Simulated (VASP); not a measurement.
Wanted: the native input for a VASP 6.6.1 run.

| Quantity | Value |
| --- | --- |
| Task | single point |
| Functional | PBEsol |
| Potentials or basis | VASP PAW PBE potentials, release 64 (In_d, Se) |
| Cutoff | 520 eV |
| k mesh | 12 × 12 × 12 |
| Occupations | gaussian, width 0.01 eV |
| Spin | no spin polarisation |
| Dipole correction | no |
| Further INCAR settings | ALGO = Normal; EDIFF = 1e-06; NBANDS = 27 |

The structure of InSe lies in POSCAR:

```
InSe
1.0
    2.0044252120      1.1572554357      8.4285610817
   -2.0044252120      1.1572554357      8.4285610817
    0.0000000000     -2.3145108714      8.4285610817
In Se
2 2
Direct
    0.0011855705      0.0011855705      0.0011855705
    0.1110052136      0.1110052136      0.1110052136
    0.6173361199      0.6173361199      0.6173361199
    0.8281730959      0.8281730959      0.8281730959
```

One way to write it, as run:

INCAR

```
PREC = Accurate
ENCUT = 520
EDIFF = 1E-6
ISMEAR = 0
SIGMA = 0.01
LREAL = F
LASPH = T
NELM = 80
ALGO = Normal
ISIF = 2
LWAVE = F
LCHARG = F
GGA = PS
NBANDS = 27
```

KPOINTS

```
regular mesh
0
Gamma
  12 12 12
```

Potentials or basis: VASP PAW PBE potentials, release 64 (In_d, Se).

Run with:

```sh
$ cat potpaw_PBE.64/In_d/POTCAR potpaw_PBE.64/Se/POTCAR > POTCAR
$ mpirun -np 1 vasp_std > vasp.out
```

Results of the run:

* Pressure: 0.1 GPa
* Largest force: 0.020 eV/Å
* Band gap on the k mesh: 0.36 eV

Caveat: semilocal functionals underestimate gaps, and a narrow one can read as zero; the PAW data sets were made with another functional, which shifts forces and pressure a little; spin-orbit coupling is left out, which moves the levels of the heavy elements.

Wall time 43 min on 1 thread of AMD EPYC 7R13 Processor (Zen 3), with other jobs on the host, peak memory 0.98 GiB.
